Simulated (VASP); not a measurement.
# Ir2Ru (P6_3/mmc) in VASP: further runs

Runs on Ir2Ru. Level: PBE. Tasks: relaxation of cell and atoms, single point.

Everything below comes from runs of VASP 6.6.1. Logs are shortened: lines on timing, memory, paths and dates and some standing lists are left out, and cuts for length are marked.

## Step 1: The cell of the first run

It takes space group P6_3/mmc (No. 194, hexagonal). Conventional cell: a = 2.735 Å, b = 2.735 Å, c = 12.906 Å, α = 90.00°, β = 90.00°, γ = 120.00°. Ru (site symmetry -6m2) has 6 Ir at 2.67 Å and 6 Ru at 2.73 Å within 3.5 Å. Ir (site symmetry 3m) has 9 Ir at 2.67 to 2.73 Å and 3 Ru at 2.67 Å within 3.5 Å.

## Step 2: Relaxation of cell and atoms, PBE

INCAR reads:

```
SYSTEM = Ir2Ru
ALGO     = Normal         ! electronic algorithm
EDIFF    = 1E-6           ! SCF threshold, eV
EDIFFG   = -0.04          ! ionic threshold
ENCUT    = 600            ! plane-wave cutoff, eV
GGA      = PE             ! functional
IBRION   = 2              ! ionic algorithm
ISIF     = 3              ! what is computed and relaxed
ISMEAR   = 0              ! smearing method
LASPH    = .TRUE.         ! aspherical terms in the spheres
LCHARG   = .FALSE.        ! write CHGCAR
LREAL    = .FALSE.        ! projectors in reciprocal space
LWAVE    = .FALSE.        ! write WAVECAR
NELM     = 100            ! most SCF steps
NSW      = 90             ! ionic steps
PREC     = Accurate       ! precision mode
SIGMA    = 0.1            ! smearing width, eV
```

KPOINTS reads:

```
k-points
0
G
  6 6 2
  0 0 0
```

POSCAR reads:

```
Ir2Ru
1.0
    2.7349649100      0.0000000000      0.0000000000
   -1.3674824600      2.3685490900      0.0000000000
    0.0000000000      0.0000000000     12.9062052800
Ru Ir
2 4
Direct
    0.3333333300      0.6666666700      0.2500000000
    0.6666666700      0.3333333300      0.7500000000
    0.3333333300      0.6666666700      0.9166666700
    0.3333333300      0.6666666700      0.5833333300
    0.6666666700      0.3333333300      0.0833333300
    0.6666666700      0.3333333300      0.4166666700
```

Potentials or basis: VASP PAW PBE potentials, release 64 (Ru_pv, Ir).

The run is started by

```bash
cat potpaw_PBE.64/Ru_pv/POTCAR potpaw_PBE.64/Ir/POTCAR > POTCAR
mpirun -np 1 vasp_std > vasp.out
```

OUTCAR:

```text
SYSTEM = Ir2Ru
   EDIFF = 1E-6
   EDIFFG = -0.04
   ENCUT = 600
   GGA = PE
   IBRION = 2
   ISIF = 3
   ISMEAR = 0
   LASPH = .TRUE.
   LREAL = .FALSE.
   NELM = 100
   NSW = 90
   PREC = Accurate

 ion  position               nearest neighbor table
   1  0.333  0.667  0.250-   5 2.67   6 2.67   5 2.67   6 2.67   5 2.67   6 2.67
   2  0.667  0.333  0.750-   3 2.67   4 2.67   3 2.67   4 2.67   3 2.67   4 2.67
   3  0.333  0.667  0.917-   5 2.67   5 2.67   5 2.67   2 2.67   2 2.67   2 2.67
   4  0.333  0.667  0.583-   6 2.67   6 2.67   6 2.67   2 2.67   2 2.67   2 2.67
   5  0.667  0.333  0.083-   3 2.67   3 2.67   3 2.67   1 2.67   1 2.67   1 2.67
   6  0.667  0.333  0.417-   4 2.67   4 2.67   4 2.67   1 2.67   1 2.67   1 2.67

  LATTYP: Found a hexagonal cell.
 ALAT       =     2.7349649100
 C/A-ratio  =     4.7189655826

  Lattice vectors:

 A1 = (   2.7349649100,   0.0000000000,   0.0000000000)
 A2 = (  -1.3674824600,   2.3685490900,   0.0000000000)
 A3 = (   0.0000000000,   0.0000000000,  12.9062052800)

Analysis of symmetry for initial positions (statically):
=====================================================================
 Subroutine PRICEL returns:
 Original cell was already a primitive cell.

 Routine SETGRP: Setting up the symmetry group for a
 hexagonal supercell.

 Subroutine GETGRP returns: Found 24 space group operations
 (whereof 12 operations were pure point group operations)
 out of a pool of 24 trial point group operations.

The static configuration has the point symmetry D_3d.
 The point group associated with its full space group is D_6h.

Analysis of symmetry for dynamics (positions and initial velocities):
=====================================================================
 Subroutine PRICEL returns:
 Original cell was already a primitive cell.

 Routine SETGRP: Setting up the symmetry group for a
 hexagonal supercell.

 Subroutine GETGRP returns: Found 24 space group operations
 (whereof 12 operations were pure point group operations)
 out of a pool of 24 trial point group operations.

The dynamic configuration has the point symmetry D_3d.
 The point group associated with its full space group is D_6h.

 Subroutine INISYM returns: Found 24 space group operations
 (whereof 12 operations are pure point group operations),
 and found     1 'primitive' translations

----------------------------------------------------------------------------------------

                                     Primitive cell

  volume of cell :      83.6051

  direct lattice vectors                    reciprocal lattice vectors
     2.734964910  0.000000000  0.000000000     0.365635404  0.211099700  0.000000000
    -1.367482460  2.368549090  0.000000000     0.000000000  0.422199398  0.000000000
     0.000000000  0.000000000 12.906205280     0.000000000  0.000000000  0.077482109

  length of vectors
     2.734964910  2.734964912 12.906205280     0.422199398  0.422199398  0.077482109

  position of ions in fractional coordinates (direct lattice)
     0.333333330  0.666666670  0.250000000
     0.666666670  0.333333330  0.750000000
     0.333333330  0.666666670  0.916666670
     0.333333330  0.666666670  0.583333330
     0.666666670  0.333333330  0.083333330
     0.666666670  0.333333330  0.416666670

  ion indices of the primitive-cell ions
   primitive index   ion index
                 1           1
                 2           2
                 3           3
                 4           4
                 5           5
                 6           6

----------------------------------------------------------------------------------------

 KPOINTS: k-points

Automatic generation of k-mesh.
 Grid dimensions read from file:
 generate k-points for:    6    6    2

 Generating k-lattice:

  Cartesian coordinates                     Fractional coordinates (reciprocal lattice)
     0.060939234  0.035183283  0.000000000     0.166666667  0.000000000  0.000000000
     0.000000000  0.070366566  0.000000000     0.000000000  0.166666667  0.000000000
[... 46 lines left out ...]
   PSTRESS=    0.0 pullay stress
   NELECT =      64.0000    total number of electrons
   NUPDOWN=      -1.0000    fix difference up-down
   EMIN   =  10.00;   EMAX   =-10.00  energy-range for DOS
   EFERMI =   0.00;   METHOD = LEGACY
   ISMEAR =     0;   SIGMA  =   0.10  broadening in eV -4-tet -1-fermi 0-gaus
   EFERMI_NEDOS =   21; number of points for ismear=-14 and -15
   IALGO  =     38    algorithm
   IMIX   =      4    mixing-type and parameters
     AMIX     =   0.40;   BMIX     =  1.00
     AMIX_MAG =   1.60;   BMIX_MAG =  1.00
  volume/ion in A,a.u.               =      13.93        94.03
  Fermi-wavevector in a.u.,A,eV,Ry     =   1.497582  2.830019 30.514487  2.242752
  Thomas-Fermi vector in A             =   2.609451
   LORBIT       =      0    0 simple, 1 ext, 2 COOP (PROOUT), +10 PAW based schemes
   GGA     = PE    functional components
   LHFCALC =     F    Hartree Fock is set to
   AEXX    =    0.0000 exact exchange contribution
   IVDW    =     0    specifies the selected vdW correction
   LEPSILON=     F    determine dielectric tensor
   LRPA    =     F    only Hartree local field effects (RPA)
 conjugate gradient relaxation of ions
 non-spin polarized calculation
 Gauss-broadening in eV      SIGMA  =   0.10
  energy-cutoff  :      600.00
  volume of cell :       83.61
 maximum number of plane-waves:      2847
 NGX is ok and might be reduce to    24
   NGX = 11   NGY = 11   NGZ = 51

--------------------------------------- Ionic step        1  -------------------------------------------

 number of electron      64.0000004 magnetization

 Free energy of the ion-electron system (eV)
  ---------------------------------------------------
  ext. energy  EPLUGINS =         0.00000000
  ---------------------------------------------------
  free energy    TOTEN  =       -53.61381273 eV

  energy without entropy =      -53.57122081  energy(sigma->0) =      -53.59251677

------------------------ aborting loop because EDIFF is reached ----------------------------------------

  FORCE on cell =-STRESS in cart. coord.  units (eV):
  Direction    XX          YY          ZZ          XY          YZ          ZX
  --------------------------------------------------------------------------------------
  -------------------------------------------------------------------------------------
  Total        5.8159966      5.8159966      4.7306643     -0.0000000      0.0000000      0.0000000
  in kB      111.4556301    111.4556300     90.6567192     -0.0000002      0.0000000      0.0000000
  external PRESSURE =     104.5226597 kB  Pullay stress =       0.0000000 kB
[... 25 lines left out ...]
  energy  without entropy=      -53.5712208142  energy(sigma->0) =      -53.59251677

--------------------------------------- Ionic step        2  -------------------------------------------

 number of electron      63.9999996 magnetization

 E-fermi :   9.1028     XC(G=0): -13.2698

 val. band max:        9.1017003723   @ k =   0.3333   0.1667   0.0000
 cond. band min:       9.1437599280   @ k =   0.3333   0.0000   0.0000
 fundamental gap:      0.0420595557
 Fermi energy:         9.1027610817

 k-point     1 :       0.0000    0.0000    0.0000
  band No.  band energies     occupation
      1     -34.0449      2.00000
      2     -34.0448      2.00000
      3     -33.7253      2.00000
      4     -33.7253      2.00000
      5     -33.7253      2.00000
      6     -33.7253      2.00000
[... 800 lines left out ...]
  energy  without entropy=      -53.7021116275  energy(sigma->0) =      -53.72425035

--------------------------------------- Ionic step        8  -------------------------------------------

 number of electron      64.0000000 magnetization

 Free energy of the ion-electron system (eV)
  ---------------------------------------------------
  ext. energy  EPLUGINS =         0.00000000
  ---------------------------------------------------
  free energy    TOTEN  =       -53.74717887 eV

  energy without entropy =      -53.70385206  energy(sigma->0) =      -53.72551546

 E-fermi :  10.7221     XC(G=0): -13.8583

 val. band max:       10.7140122820   @ k =   0.1667   0.1667   0.0000
 cond. band min:      10.7252324973   @ k =   0.3333   0.1667   0.0000
 fundamental gap:      0.0112202153
 Fermi energy:        10.7220536060

 k-point     1 :       0.0000    0.0000    0.0000
  band No.  band energies     occupation
      1     -32.6141      2.00000
      2     -32.6138      2.00000
      3     -32.1828      2.00000
      4     -32.1828      2.00000
      5     -32.1828      2.00000
      6     -32.1828      2.00000
[... 596 lines left out ...]
  FREE ENERGIE OF THE ION-ELECTRON SYSTEM (eV)
  ---------------------------------------------------
  free  energy   TOTEN  =       -53.7471788695 eV

  energy  without entropy=      -53.7038520604  energy(sigma->0) =      -53.72551546

 reached required accuracy - stopping structural energy minimisation
```

Wall time 4.6 min (1 thread of AMD EPYC 9R45 (Zen 5), shared host); peak memory 0.23 GiB.

What came out:

| Property | Result |
| --- | --- |
| Free energy | -53.7472 eV |
| Relaxed volume | 14.35 Å³/atom |
| Relaxed cell | a = 2.767 Å, b = 2.767 Å, c = 12.985 Å, α = 90.00°, β = 90.00°, γ = 120.00° |
| Space group after relaxing (to 0.1 Å) | P6_3/mmc (No. 194) |
| Energy gained by relaxing | 22.2 meV/atom |
| Ionic steps | 8 |
| Pressure after relaxing | -0.3 GPa |
| Largest force after relaxing | 0.005 eV/Å |

Forces on the atoms (eV/Å):
```
Ru   0.000  0.000  0.000
Ru   0.000  0.000  0.000
Ir   0.000  0.000 -0.005
Ir   0.000  0.000  0.005
Ir   0.000  0.000  0.005
Ir   0.000  0.000 -0.005
```

Stress tensor (GPa, compression positive):
```
-0.37  0.00  0.00
 0.00 -0.37  0.00
 0.00  0.00 -0.03
```

The path:
| step | energy change (eV) | largest force (eV/Å) | pressure (GPa) | volume (Å³) |
| --- | --- | --- | --- | --- |
| 1 | 0.0000 | 0.8872 | 10.45 | 83.61 |
| 2 | 0.6724 | 0.0021 | -25.72 | 95.09 |
| 3 | -0.1090 | 0.4907 | -1.82 | 86.51 |
| 4 | -0.1093 | 0.5040 | -1.33 | 86.38 |
| 5 | -0.1314 | 0.0480 | 0.84 | 85.87 |
| 6 | -0.1325 | 0.0492 | 0.41 | 85.96 |
| 7 | -0.1326 | 0.0337 | -0.89 | 86.27 |
| 8 | -0.1334 | 0.0052 | -0.26 | 86.12 |

Final structure:
```
CELL_PARAMETERS angstrom
2.76742 0.00000 0.00000
-1.38371 2.39665 0.00000
0.00000 0.00000 12.98453
ATOMIC_POSITIONS crystal
Ru 0.33333 0.66667 0.25000
Ru 0.66667 0.33333 0.75000
Ir 0.33333 0.66667 0.91409
Ir 0.33333 0.66667 0.58591
Ir 0.66667 0.33333 0.08591
Ir 0.66667 0.33333 0.41409
```

Levels at points of the mesh, in eV from the Fermi level:
```csv
k point,band 30,band 31,band 32,band 33,band 34,band 35,band 36,band 37
"(0.00, 0.00, 0.00)",-2.16,-2.16,-0.90,-0.90,-0.84,-0.84,0.37,0.37
"(0.50, 0.00, 0.00)",0.81,1.01,1.02,1.13,1.24,1.30,1.37,1.42
"(0.00, 0.00, 0.50)",-1.71,-1.71,-1.71,-0.79,-0.79,-0.06,-0.06,-0.06
"(0.50, 0.00, 0.50)",0.64,1.05,1.05,1.11,1.11,1.28,1.28,2.39
```

Caveat: the k points lie up to 0.44 Å⁻¹ apart in the final cell; the highest band is partly filled, so the run has too few bands; spin-orbit coupling is left out, which moves the levels of the heavy elements.

(Part 1 of 2 ends here.)
